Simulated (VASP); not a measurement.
# Ga4As3N (P4/mmm) in VASP: single point with PBE

Aim: the single point of Ga4As3N with PBE.

Everything below comes from runs of VASP 6.6.1. Logs are shortened: lines on timing, memory, paths and dates and some standing lists are left out, and cuts for length are marked.

### Step 1. The cell of the first run

The structure is tetragonal, space group P4/mmm (No. 123). Conventional cell: a = 3.653 Å, b = 3.653 Å, c = 10.859 Å, α = 90.00°, β = 90.00°, γ = 90.00°. Ga (site symmetry 4mm) has 1 N at 1.95 Å and 4 As at 2.65 Å within 2.7 Å. Ga (site symmetry 4/mmm) has 6 As at 2.58 to 2.90 Å within 3.4 Å. Ga (site symmetry 4/mmm) has 2 As at 2.53 Å and 4 N at 2.58 Å and 8 Ga at 3.23 Å within 3.3 Å. Within 3.3 Å of As (site symmetry 4mm) lie 6 Ga at 2.53 to 2.90 Å. Within 3.5 Å of As (site symmetry 4/mmm) lie 6 Ga at 2.58 to 3.48 Å. N (site symmetry 4/mmm) has 6 Ga at 1.95 to 2.58 Å within 2.6 Å.

### Step 2. Single point, PBE

Contents of INCAR:

```
SYSTEM = Ga4As3N
PREC     = Accurate       ! precision mode
ENCUT    = 520            ! plane-wave cutoff, eV
EDIFF    = 1E-6           ! SCF threshold, eV
ISMEAR   = 0              ! smearing method
SIGMA    = 0.1            ! smearing width, eV
LREAL    = .False.        ! projectors in reciprocal space
LASPH    = .True.         ! aspherical terms in the spheres
NELM     = 80             ! most SCF steps
ALGO     = Normal         ! electronic algorithm
ISIF     = 2              ! what is computed and relaxed
LWAVE    = .False.        ! write WAVECAR
LCHARG   = .False.        ! write CHGCAR
GGA      = PE             ! functional
NBANDS   = 46             ! bands
```

Contents of KPOINTS:

```
Automatic mesh
0
Gamma
  10 10 4
  0 0 0
```

Contents of POSCAR:

```
Ga4As3N
1.0
    3.6527876642      0.0000000000      0.0000000000
    0.0000000000      3.6527876642      0.0000000000
    0.0000000000      0.0000000000     10.8585236387
Ga As N
4 3 1
Direct
    0.0000000000      0.0000000000      0.1792713875
    0.5000000000      0.5000000000      0.5000000000
    0.0000000000      0.0000000000      0.8207286125
    0.5000000000      0.5000000000      0.0000000000
    0.5000000000      0.5000000000      0.2332359703
    0.0000000000      0.0000000000      0.5000000000
    0.5000000000      0.5000000000      0.7667640297
    0.0000000000      0.0000000000      0.0000000000
```

Potentials or basis: VASP PAW PBE potentials, release 64 (Ga_d, As, N).

On the command line:

```
> cat potpaw_PBE.64/Ga_d/POTCAR potpaw_PBE.64/As/POTCAR potpaw_PBE.64/N/POTCAR > POTCAR
> mpirun -np 1 vasp_std > vasp.out
```

OUTCAR:

```text
SYSTEM = Ga4As3N
   PREC = Accurate
   ENCUT = 520
   EDIFF = 1E-6
   ISMEAR = 0
   LREAL = .False.
   LASPH = .True.
   NELM = 80
   ISIF = 2
   GGA = PE

 ion  position               nearest neighbor table
   1  0.000  0.000  0.179-   8 1.95   5 2.65   5 2.65   5 2.65   5 2.65
   2  0.500  0.500  0.500-   6 2.58   6 2.58   6 2.58   6 2.58   7 2.90   5 2.90
   3  0.000  0.000  0.821-   8 1.95   7 2.65   7 2.65   7 2.65   7 2.65
   4  0.500  0.500  0.000-   5 2.53   7 2.53
   5  0.500  0.500  0.233-   4 2.53   1 2.65   1 2.65   1 2.65   1 2.65   2 2.90
   6  0.000  0.000  0.500-   2 2.58   2 2.58   2 2.58   2 2.58
   7  0.500  0.500  0.767-   4 2.53   3 2.65   3 2.65   3 2.65   3 2.65   2 2.90
   8  0.000  0.000  0.000-   1 1.95   3 1.95

  LATTYP: Found a simple tetragonal cell.
 ALAT       =     3.6527876642
 C/A-ratio  =     2.9726676273

  Lattice vectors:

 A1 = (   3.6527876642,   0.0000000000,   0.0000000000)
 A2 = (   0.0000000000,   3.6527876642,   0.0000000000)
 A3 = (   0.0000000000,   0.0000000000,  10.8585236387)

Analysis of symmetry for initial positions (statically):
=====================================================================
 Subroutine PRICEL returns:
 Original cell was already a primitive cell.

 Routine SETGRP: Setting up the symmetry group for a
 simple tetragonal supercell.

 Subroutine GETGRP returns: Found 16 space group operations
 (whereof 16 operations were pure point group operations)
 out of a pool of 16 trial point group operations.

The static configuration has the point symmetry D_4h.

Analysis of symmetry for dynamics (positions and initial velocities):
=====================================================================
 Subroutine PRICEL returns:
 Original cell was already a primitive cell.

 Routine SETGRP: Setting up the symmetry group for a
 simple tetragonal supercell.

 Subroutine GETGRP returns: Found 16 space group operations
 (whereof 16 operations were pure point group operations)
 out of a pool of 16 trial point group operations.

The dynamic configuration has the point symmetry D_4h.

 Subroutine INISYM returns: Found 16 space group operations
 (whereof 16 operations are pure point group operations),
 and found     1 'primitive' translations

----------------------------------------------------------------------------------------

                                     Primitive cell

  volume of cell :     144.8837

  direct lattice vectors                    reciprocal lattice vectors
     3.652787664  0.000000000  0.000000000     0.273763518  0.000000000  0.000000000
     0.000000000  3.652787664  0.000000000     0.000000000  0.273763518  0.000000000
     0.000000000  0.000000000 10.858523639     0.000000000  0.000000000  0.092093551

  length of vectors
     3.652787664  3.652787664 10.858523639     0.273763518  0.273763518  0.092093551

  position of ions in fractional coordinates (direct lattice)
     0.000000000  0.000000000  0.179271388
     0.500000000  0.500000000  0.500000000
     0.000000000  0.000000000  0.820728612
     0.500000000  0.500000000  0.000000000
     0.500000000  0.500000000  0.233235970
     0.000000000  0.000000000  0.500000000
     0.500000000  0.500000000  0.766764030
     0.000000000  0.000000000  0.000000000

  ion indices of the primitive-cell ions
   primitive index   ion index
                 1           1
                 2           2
                 3           3
                 4           4
                 5           5
                 6           6
                 7           7
                 8           8

----------------------------------------------------------------------------------------

 KPOINTS: Automatic mesh

Automatic generation of k-mesh.
 Grid dimensions read from file:
 generate k-points for:   10   10    4

 Generating k-lattice:

  Cartesian coordinates                     Fractional coordinates (reciprocal lattice)
     0.027376352  0.000000000  0.000000000     0.100000000  0.000000000  0.000000000
     0.000000000  0.027376352  0.000000000     0.000000000  0.100000000  0.000000000
     0.000000000  0.000000000  0.023023388     0.000000000  0.000000000  0.250000000

  Length of vectors
     0.027376352  0.027376352  0.023023388

  Shift w.r.t. Gamma in fractional coordinates (k-lattice)
     0.000000000  0.000000000  0.000000000

 Subroutine IBZKPT returns following result:
 ===========================================

 Found     63 irreducible k-points:

 Following reciprocal coordinates:
            Coordinates               Weight
  0.000000  0.000000  0.000000      1.000000
  0.100000  0.000000  0.000000      4.000000
  0.200000  0.000000  0.000000      4.000000
  0.300000  0.000000  0.000000      4.000000
  0.400000  0.000000  0.000000      4.000000
  0.500000  0.000000  0.000000      2.000000
[... 16 lines left out ...]
  0.100000  0.000000  0.250000      8.000000
  0.200000  0.000000  0.250000      8.000000
 [... further k-points ...]
   k-points           NKPTS =     63   k-points in BZ     NKDIM =     63   number of bands    NBANDS=     46
   number of dos      NEDOS =    301   number of ions     NIONS =      8
   total plane-waves  NPLWV =  65856
   dimension x,y,z NGX =    28 NGY =   28 NGZ =   84
   dimension x,y,z NGXF=    56 NGYF=   56 NGZF=  168
   ions per type =               4   3   1
   NGX,Y,Z   is equivalent  to a cutoff of  12.74, 12.74, 12.86 a.u.
   NGXF,Y,Z  is equivalent  to a cutoff of  25.49, 25.49, 25.72 a.u.
 SYSTEM =  Ga4As3N
   PREC   = accura    normal or accurate (medium, high low for compatibility)
   ISTART =      0    job   : 0-new  1-cont  2-samecut
   ICHARG =      2    charge: 1-file 2-atom 10-const
   ISPIN  =      1    spin polarized calculation?
   LNONCOLLINEAR =      F non collinear calculations
   LSORBIT =      F    spin-orbit coupling
   LASPH  =      T    aspherical Exc in radial PAW
   ENCUT  =  520.0 eV  38.22 Ry    6.18 a.u.   6.79  6.79 20.19*2*pi/ulx,y,z
   NELM   =     80;   NELMIN=  2; NELMDL= -5     # of ELM steps
   EDIFF  = 0.1E-05   stopping-criterion for ELM
   LREAL  =      F    real-space projection
   EDIFFG = 0.1E-04   stopping-criterion for IOM
   NSW    =      0    number of steps for IOM
   IBRION =     -1    ionic relax: 0-MD 1-quasi-New 2-CG
   NFREE  =      0    steps in history (QN), initial steepest desc. (CG)
   ISIF   =      2    stress and relaxation
   ISYM   =      2    0-nonsym 1-usesym 2-fastsym
   POTIM  = 0.5000    time-step for ionic-motion
   TEBEG  =    0.0;   TEEND  =   0.0 temperature during run
   PSTRESS=    0.0 pullay stress
   NELECT =      72.0000    total number of electrons
   NUPDOWN=      -1.0000    fix difference up-down
   EMIN   =  10.00;   EMAX   =-10.00  energy-range for DOS
   EFERMI =   0.00;   METHOD = LEGACY
   ISMEAR =     0;   SIGMA  =   0.10  broadening in eV -4-tet -1-fermi 0-gaus
   EFERMI_NEDOS =   21; number of points for ismear=-14 and -15
   IALGO  =     38    algorithm
   IMIX   =      4    mixing-type and parameters
     AMIX     =   0.40;   BMIX     =  1.00
     AMIX_MAG =   1.60;   BMIX_MAG =  1.00
  volume/ion in A,a.u.               =      18.11       122.22
  Fermi-wavevector in a.u.,A,eV,Ry     =   1.296719  2.450443 22.877917  1.681479
  Thomas-Fermi vector in A             =   2.428157
   LORBIT       =      0    0 simple, 1 ext, 2 COOP (PROOUT), +10 PAW based schemes
   GGA     = PE    functional components
   LHFCALC =     F    Hartree Fock is set to
   AEXX    =    0.0000 exact exchange contribution
   IVDW    =     0    specifies the selected vdW correction
   LEPSILON=     F    determine dielectric tensor
   LRPA    =     F    only Hartree local field effects (RPA)
 non-spin polarized calculation
 Gauss-broadening in eV      SIGMA  =   0.10
  energy-cutoff  :      520.00
  volume of cell :      144.88
 maximum number of plane-waves:      3944
 NGX is ok and might be reduce to    28
   NGX = 13   NGY = 13   NGZ = 41

 number of electron      71.9999950 magnetization

 Free energy of the ion-electron system (eV)
  ---------------------------------------------------
  ext. energy  EPLUGINS =         0.00000000
  ---------------------------------------------------
  free energy    TOTEN  =       -32.75235393 eV

  energy without entropy =      -32.73587360  energy(sigma->0) =      -32.74411377

 E-fermi :   4.9446     XC(G=0): -10.6303

 val. band max:        4.9259962340   @ k =   0.1000   0.0000   0.0000
 cond. band min:       4.9648108366   @ k =   0.1000   0.0000   0.2500
 fundamental gap:      0.0388146026
 Fermi energy:         4.9446332968

 k-point     1 :       0.0000    0.0000    0.0000
  band No.  band energies     occupation
      1     -10.4719      2.00000
      2      -9.8844      2.00000
      3      -9.7797      2.00000
      4      -9.7556      2.00000
      5      -9.7512      2.00000
      6      -9.7471      2.00000
[... 38 lines left out ...]
     45      12.1690      0.00000
     46      12.1719      0.00000

 k-point     2 :       0.1000    0.0000    0.0000
  band No.  band energies     occupation
      1     -10.4559      2.00000
      2      -9.8763      2.00000
      3      -9.7738      2.00000
      4      -9.7518      2.00000
      5      -9.7512      2.00000
      6      -9.7479      2.00000
[... 38 lines left out ...]
     45      11.2686      0.00000
     46      11.9468      0.00000

 k-point     3 :       0.2000    0.0000    0.0000
  band No.  band energies     occupation
      1     -10.4145      2.00000
      2      -9.8567      2.00000
      3      -9.7640      2.00000
      4      -9.7601      2.00000
      5      -9.7433      2.00000
      6      -9.7391      2.00000
[... 38 lines left out ...]
     45      11.4027      0.00000
     46      11.6049      0.00000

 k-point     4 :       0.3000    0.0000    0.0000
  band No.  band energies     occupation
      1     -10.3636      2.00000
      2      -9.8359      2.00000
      3      -9.7789      2.00000
      4      -9.7547      2.00000
      5      -9.7497      2.00000
      6      -9.7475      2.00000
[... 920 lines left out ...]
     45      12.0560      0.00000
     46      12.0565      0.00000

 k-point    23 :       0.1000    0.0000    0.2500
  band No.  band energies     occupation
      1     -10.4558      2.00000
      2      -9.8770      2.00000
      3      -9.7723      2.00000
      4      -9.7518      2.00000
      5      -9.7511      2.00000
      6      -9.7480      2.00000
[... 38 lines left out ...]
     45      11.5354      0.00000
     46      11.8673      0.00000

 k-point    24 :       0.2000    0.0000    0.2500
  band No.  band energies     occupation
      1     -10.4143      2.00000
      2      -9.8571      2.00000
      3      -9.7640      2.00000
      4      -9.7590      2.00000
      5      -9.7437      2.00000
      6      -9.7389      2.00000
[... 38 lines left out ...]
     45      11.3074      0.00000
     46      11.4080      0.00000

 [... further k-points ...]

------------------------ aborting loop because EDIFF is reached ----------------------------------------

  FORCE on cell =-STRESS in cart. coord.  units (eV):
  Direction    XX          YY          ZZ          XY          YZ          ZX
  --------------------------------------------------------------------------------------
  -------------------------------------------------------------------------------------
  Total        0.1915361      0.1915361      0.1430436      0.0000000      0.0000000      0.0000000
  in kB        2.1180761      2.1180761      1.5818289      0.0000000      0.0000000      0.0000000
  external PRESSURE =       1.9393270 kB  Pullay stress =       0.0000000 kB

 VOLUME and BASIS-vectors are now :
 -----------------------------------------------------------------------------
  energy-cutoff  :      520.00
  volume of cell :      144.88
      direct lattice vectors                 reciprocal lattice vectors
     3.652787664  0.000000000  0.000000000     0.273763518  0.000000000  0.000000000
     0.000000000  3.652787664  0.000000000     0.000000000  0.273763518  0.000000000
     0.000000000  0.000000000 10.858523639     0.000000000  0.000000000  0.092093551

 POSITION                                       TOTAL-FORCE (eV/Angst)
 -----------------------------------------------------------------------------------
      0.00000      0.00000      1.94662        -0.000000      0.000000      0.006457
      1.82639      1.82639      5.42926        -0.000000      0.000000      0.000000
      0.00000      0.00000      8.91190         0.000000      0.000000     -0.006457
      1.82639      1.82639      0.00000        -0.000000      0.000000      0.000000
      1.82639      1.82639      2.53260        -0.000000      0.000000      0.026327
      0.00000      0.00000      5.42926        -0.000000      0.000000      0.000000
      1.82639      1.82639      8.32593         0.000000     -0.000000     -0.026327
      0.00000      0.00000      0.00000        -0.000000      0.000000      0.000000
 -----------------------------------------------------------------------------------
    total drift:                                0.000000      0.000000      0.000000

  FREE ENERGIE OF THE ION-ELECTRON SYSTEM (eV)
  ---------------------------------------------------
  free  energy   TOTEN  =       -32.7523539347 eV

  energy  without entropy=      -32.7358736008  energy(sigma->0) =      -32.74411377
```

Run time: 5.2 min. Hardware: 1 thread of Intel Xeon Platinum 8488C (Sapphire Rapids), shared host; peak memory 0.47 GiB.

What came out:

```yaml
Free_energy: -32.7524 eV
Pressure: 0.2 GPa
Largest_force: 0.026 eV/Å
Band_gap_on_the_k_mesh: zero (bands 36 and 37 overlap by 3.13 eV)
```

Forces in eV/Å, atoms in the order of the input:
```
Ga   0.000  0.000  0.006
Ga   0.000  0.000  0.000
Ga   0.000  0.000 -0.006
Ga   0.000  0.000  0.000
As   0.000  0.000  0.026
As   0.000  0.000  0.000
As   0.000  0.000 -0.026
N    0.000  0.000  0.000
```

Levels at points of the mesh, in eV from the Fermi level:
| k point | band 32 | band 33 | band 34 | band 35 | band 36 | band 37 | band 38 | band 39 | band 40 | band 41 |
| --- | --- | --- | --- | --- | --- | --- | --- | --- | --- | --- |
| (0.00, 0.00, 0.00) | -1.22 | -1.04 | -1.04 | -0.04 | 0.03 | 0.04 | 0.04 | 0.23 | 1.45 | 4.38 |
| (0.50, 0.00, 0.00) | -0.27 | -0.24 | 0.44 | 0.74 | 0.92 | 1.76 | 2.07 | 2.84 | 3.34 | 3.72 |
| (0.50, 0.50, 0.00) | -4.32 | -3.20 | -3.04 | -2.25 | -2.21 | -2.21 | -1.68 | 1.15 | 2.89 | 3.88 |
| (0.00, 0.00, 0.50) | -1.50 | -1.13 | -1.12 | -0.57 | -0.57 | -0.18 | -0.18 | 1.32 | 2.72 | 4.62 |
| (0.50, 0.00, 0.50) | -1.36 | -0.86 | 0.50 | 0.66 | 0.91 | 1.40 | 2.32 | 3.52 | 3.61 | 3.89 |
| (0.50, 0.50, 0.50) | -3.78 | -3.78 | -3.35 | -2.39 | -2.39 | -0.90 | -0.69 | 0.38 | 0.83 | 4.46 |
